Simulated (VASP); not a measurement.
Crystal: CdH2O2.

```xyz
5
Lattice="3.5155 0.0000 0.0000 -1.7578 3.0445 0.0000 0.0000 0.0000 4.6430" Properties=species:S:1:pos:R:3 pbc="T T T"
Cd    0.0000    0.0000    0.0000
H     1.7578    1.0148    2.5581
H     0.0000    2.0297    2.0849
O     1.7578    1.0148    3.5257
O     0.0000    2.0297    1.1172
```

Base run:

```yaml
Program: VASP 6.6.1
Functional: r2SCAN
Potentials_or_basis: VASP PAW PBE potentials, release 64 (Cd, H, O)
Cutoff: 520 eV
k_mesh: 5 × 5 × 4
Occupations: gaussian, width 0.01 eV
Spin: no spin polarisation
```

Its results: band gap on the k mesh 2.27 eV, indirect (least direct gap 2.60 eV); pressure 0.2 GPa; largest force 0.024 eV/Å.

Question: The run is repeated on the same cell with these changes: potentials or basis from VASP PAW PBE potentials, release 64 (Cd, H, O) to VASP PAW PBE potentials, release 64 (Cd_sv_GW, H, O); cutoff from 520 eV to 660 eV; further incar settings from ALGO = Normal; EDIFF = 1e-06; NBANDS = 21 to ALGO = Normal; EDIFF = 1e-06; NBANDS = 25; valence electrons from 26 to 34. What comes out?

Answer: Band gap on the k mesh 2.30 eV, indirect (least direct gap 2.62 eV); pressure -0.9 GPa; largest force 0.101 eV/Å.

Caveats: the PAW data sets were made with another functional, which shifts forces and pressure a little.

A k mesh can miss the band edges.
